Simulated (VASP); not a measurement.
AlCo: single point with PBE

AlCo:

```
Al Co
1.0
     2.85190    0.00000    0.00000
     0.00000    4.03320    0.00000
     0.00000    0.00000   16.56653
Al Co
8 8
Direct
  0.00000 0.00000 0.00703
  0.00000 0.50000 0.12484
  0.00000 0.00000 0.25016
  0.00000 0.50000 0.36797
  0.50000 0.50000 0.50703
  0.50000 0.00000 0.62484
  0.50000 0.50000 0.75016
  0.50000 0.00000 0.86797
  0.50000 0.50000 0.00284
  0.50000 0.00000 0.12833
  0.50000 0.50000 0.24667
  0.50000 0.00000 0.37216
  0.00000 0.00000 0.50284
  0.00000 0.50000 0.62833
  0.00000 0.00000 0.74667
  0.00000 0.50000 0.87216
```

```json
{
 "Program": "VASP 6.6.1",
 "Task": "single point",
 "Functional": "PBE",
 "Potentials or basis": "VASP PAW PBE potentials, release 64 (Al, Co)",
 "Cutoff": "520 eV",
 "k mesh": "12 × 8 × 2",
 "Occupations": "gaussian, width 0.1 eV",
 "Spin": "no spin polarisation"
}
```

The pressure is -1.8 GPa and the largest force is 0.009 eV/Å. The band gap on the k mesh is zero (bands 48 and 49 overlap by 0.92 eV).

Forces in eV/Å, atoms in the order of the input:
```
Al   0.000  0.000 -0.007
Al   0.000  0.000  0.006
Al   0.000  0.000 -0.006
Al   0.000  0.000  0.007
Al   0.000  0.000 -0.007
Al   0.000  0.000  0.006
Al   0.000  0.000 -0.006
Al   0.000  0.000  0.007
Co   0.000  0.000 -0.009
Co   0.000  0.000  0.005
Co   0.000  0.000 -0.005
Co   0.000  0.000  0.009
Co   0.000  0.000 -0.009
Co   0.000  0.000  0.005
Co   0.000  0.000 -0.005
Co   0.000  0.000  0.009
```

Stress tensor (GPa, compression positive):
```
-1.74  0.00  0.00
 0.00 -3.58  0.00
 0.00  0.00  0.02
```

Levels at points of the mesh, in eV from the Fermi level:
```
           k point  band 44  band 45  band 46  band 47  band 48  band 49  band 50  band 51  band 52  band 53
(0.00, 0.00, 0.00)    -0.77    -0.73    -0.66    -0.29    -0.23    -0.10     0.34     0.47     1.70     1.84
(0.50, 0.00, 0.00)    -0.21    -0.02    -0.02     0.32     0.32     0.40     0.40     0.87     0.87     0.90
(0.00, 0.50, 0.00)    -0.73    -0.65    -0.65    -0.33    -0.33    -0.20    -0.20     0.49     0.49     0.52
(0.50, 0.50, 0.00)    -0.93    -0.65    -0.65    -0.65    -0.65     0.05     0.05     0.05     0.05     0.39
(0.00, 0.00, 0.50)    -0.82    -0.68    -0.68    -0.26    -0.26     0.03     0.03     1.00     1.00     2.66
(0.50, 0.00, 0.50)    -0.28     0.04     0.04     0.32     0.32     0.40     0.40     0.72     0.72     1.15
(0.00, 0.50, 0.50)    -0.78    -0.63    -0.63    -0.32    -0.32    -0.20    -0.20     0.38     0.38     0.94
(0.50, 0.50, 0.50)    -1.02    -0.62    -0.62    -0.62    -0.62     0.06     0.06     0.06     0.06     0.38
```

Wall time 35 min on 1 thread of Oxide Virtual Turin-like Processor (shared host), peak memory 0.58 GiB.

Caveat: the run has no spin polarisation, though such a crystal can be magnetic. Spin polarisation is off, so any magnetic state and its effect on volume and gap are missing.
